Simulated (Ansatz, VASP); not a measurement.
**One calculation of TaN, two programs**

```
CELL_PARAMETERS angstrom
3.05000 0.00000 0.00000
-1.52500 2.64138 0.00000
0.00000 0.00000 5.08820
ATOMIC_POSITIONS crystal
Ta 0.33333 0.66667 0.00000
Ta 0.66667 0.33333 0.50000
N 0.33333 0.66667 0.38500
N 0.66667 0.33333 0.88500
```

Change from the starting cell: zz strain of +3 %, crystal datasets.

Alike in both runs: task electric field gradients; functional PBE; k mesh 9 × 9 × 5; occupations fermi-dirac, width 0.01 eV; no spin polarisation.

|  | VASP | Ansatz |
| --- | --- | --- |
| version | VASP 6.6.1 | Ansatz 0.2.0 |
| potentials or method | VASP PAW PBE potentials, release 64 (Ta_pv, N), cutoff 520 eV | all-electron PAW with datasets made for the crystal, scalar-relativistic |

VASP gave:

* pressure (GPa): 121.5
* traceless stress, the component that is largest in VASP (GPa): -24.08
* rms of the force components (eV/Å): 2.119
* size of Vzz on the site where it differs most (V/Å²): 155.8

**Question.** Which values does Ansatz return?

**Answer.** Pressure (GPa): 116.9; traceless stress, the component that is largest in VASP (GPa): -23.12; rms of the force components (eV/Å): 2.064; size of Vzz on the site where it differs most (V/Å²): 146.7.

Atom by atom the forces differ by 0.055 eV/Å (rms over components). Both programs put the cell under a high pressure, so it lies far from rest at this level. Ansatz ran all-electron here, and VASP with PAW potentials.

Spin-orbit coupling is off throughout. Noted on VASP's run: the cell as given lies far from equilibrium.
